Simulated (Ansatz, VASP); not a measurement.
**Si5Te in VASP and in Ansatz**

Contents of INCAR:

```
ALGO = Normal
EDIFF = 1E-7
EDIFFG = -0.04
ENCUT = 500
GGA = PE
GGA_COMPAT = False
IBRION = 2
ISIF = 3
ISMEAR = 0
LASPH = True
LCHARG = False
LREAL = False
LWAVE = False
NELM = 120
NELMIN = 4
NSW = 90
PREC = Accurate
SIGMA = 0.1
```

The input KPOINTS:

```
k-points
0
Gamma
  4 4 4
```

Contents of POSCAR:

```
Si5Te
1.0
    0.0000000000      3.9246184800      3.9246184800
    3.9246184800      0.0000000000      3.9246184800
    3.9246184800      3.9246184800      0.0000000000
Si Te
5 1
Direct
    0.2500000000      0.2500000000      0.2500000000
    0.1295901500      0.6234699500      0.6234699500
    0.6234699500      0.6234699500      0.6234699500
    0.6234699500      0.6234699500      0.1295901500
    0.6234699500      0.1295901500      0.6234699500
    0.0000000000      0.0000000000      0.0000000000
```

Input for Ansatz:

```yaml
crystal:
  lattice:
    - [0.0, 3.92461848, 3.92461848]
    - [3.92461848, 0.0, 3.92461848]
    - [3.92461848, 3.92461848, 0.0]
  atoms:
    - { symbol: Si, position: [0.25, 0.25, 0.25] }
    - { symbol: Si, position: [0.12959015, 0.62346995, 0.62346995] }
    - { symbol: Si, position: [0.62346995, 0.62346995, 0.62346995] }
    - { symbol: Si, position: [0.62346995, 0.62346995, 0.12959015] }
    - { symbol: Si, position: [0.62346995, 0.12959015, 0.62346995] }
    - { symbol: Te, position: [0.0, 0.0, 0.0] }
basis:
  ecutwfc: 420
kpoints:
  mp_grid: { grid: [4, 4, 4] }
hamiltonian:
  xc: pbe
scf:
  occupations: { method: gaussian, width: 0.1 }
  lower_state_search: "off"
output:
  forces: true
  stress: true
  eigenvalues: true
relax:
  adjacent_minimum: "off"
  f_tol: 0.04
  max_steps: 70
  cell: { stress_tol: 0.4 }
```

Change from the starting cell: species swapped into the ZrNi5 type (F-43m, No. 216).

Alike in both runs: task relaxation of cell and atoms; functional PBE; k mesh 4 × 4 × 4; occupations gaussian, width 0.1 eV; no spin polarisation.

```csv
,VASP,Ansatz
version,VASP 6.6.1,Ansatz 0.2.0
potentials or method,"VASP PAW PBE potentials, release 64 (Si, Te), cutoff 500 eV","scalar-relativistic, plane waves, PAW"
valence electrons in the cell,26,36
```

Ansatz gave:

```
gap on the k mesh at the Fermi level, each at its own relaxed structure (eV) : none
relaxed volume (Å³/atom)                                                     : 17.29
relaxed cell length with the largest relative difference (Å)                 : 5.275
```

Task: What did VASP give for the same quantities?

Result: gap on the k mesh at the Fermi level, each at its own relaxed structure (eV): none; relaxed volume (Å³/atom): 17.22; relaxed cell length with the largest relative difference (Å): 5.267.

A gap of «none» marks a metal or a gap that the smearing closes. VASP's potentials hold 26 valence electrons a cell and Ansatz's 36, so a difference there can come from the potentials and not from the codes.

Neither program's run includes spin-orbit coupling.
